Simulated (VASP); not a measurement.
Crystal: C.

```
C
1.0
     2.47000    0.00000    0.00000
    -1.23500    2.13908    0.00000
     0.00000    0.00000    6.79000
C
4
Direct
  0.00000 0.00000 0.00000
  0.00000 0.00000 0.50000
  0.33333 0.66667 0.00500
  0.66667 0.33333 0.50500
```

* Program: VASP 6.6.1
* Task: relaxation of cell and atoms
* Functional: PBEsol
* Potentials or basis: VASP PAW PBE potentials, release 64 (C)
* Cutoff: 600 eV
* k mesh: 16 × 16 × 6
* Occupations: fermi-dirac, width 0.08 eV
* Spin: no spin polarisation

At the start: pressure -3.2 GPa; volume 8.97 Å³/atom.

Q: Where does the relaxation end?

A: Over 20 steps the energy falls by 7.1 meV/atom and the volume is 9.38 Å³/atom (+4.5 %); space group P6_3/mmc (No. 194, to 0.1 Å) before and after.

The path:
| step | energy change (eV) | largest force (eV/Å) | pressure (GPa) | volume (Å³) |
| --- | --- | --- | --- | --- |
| 1 | 0.0000 | 0.5697 | -3.21 | 35.88 |
| 2 | 0.0096 | 0.3506 | 8.64 | 34.95 |
| 3 | -0.0218 | 0.1488 | 2.04 | 35.45 |
| 4 | -0.0211 | 0.1763 | -1.82 | 35.86 |
| 5 | -0.0245 | 0.0049 | 0.20 | 35.64 |
| 6 | -0.0248 | 0.0087 | 0.24 | 35.70 |
| 7 | -0.0256 | 0.0203 | 0.34 | 35.87 |
| 8 | -0.0266 | 0.0438 | 0.56 | 36.22 |
| 9 | -0.0272 | 0.0916 | 1.01 | 36.91 |
| 10 | -0.0273 | 0.0891 | 0.94 | 36.94 |
| 11 | -0.0276 | 0.0813 | 0.71 | 37.04 |
| 12 | -0.0280 | 0.0658 | 0.25 | 37.24 |
| 13 | -0.0280 | 0.0345 | -0.63 | 37.65 |
| 14 | -0.0281 | 0.0483 | -0.24 | 37.47 |
| 15 | -0.0282 | 0.0378 | -0.18 | 37.48 |
| 16 | -0.0283 | 0.0065 | 0.01 | 37.50 |
| 17 | -0.0283 | 0.0022 | 0.04 | 37.50 |
| 18 | -0.0283 | 0.0013 | 0.05 | 37.50 |
| 19 | -0.0283 | 0.0006 | 0.05 | 37.50 |
| 20 | -0.0283 | 0.0004 | 0.02 | 37.50 |

Final structure:
```cif
data_structure
_symmetry_space_group_name_H-M 'P 1'
_symmetry_Int_Tables_number 1
_cell_length_a 2.4599
_cell_length_b 2.4599
_cell_length_c 7.1567
_cell_angle_alpha 90.000
_cell_angle_beta 90.000
_cell_angle_gamma 120.000
_cell_volume 37.50
loop_
_atom_site_label
_atom_site_type_symbol
_atom_site_fract_x
_atom_site_fract_y
_atom_site_fract_z
_atom_site_occupancy
C1 C 0.00000 0.00000 0.00250 1
C2 C 0.00000 0.00000 0.50250 1
C3 C 0.33333 0.66667 0.00250 1
C4 C 0.66667 0.33333 0.50250 1
```

Caveat: this functional lacks dispersion, which binds layers or chains, so the pressure and a relaxed spacing across them are unreliable; the PAW data sets were made with another functional, which shifts forces and pressure a little.
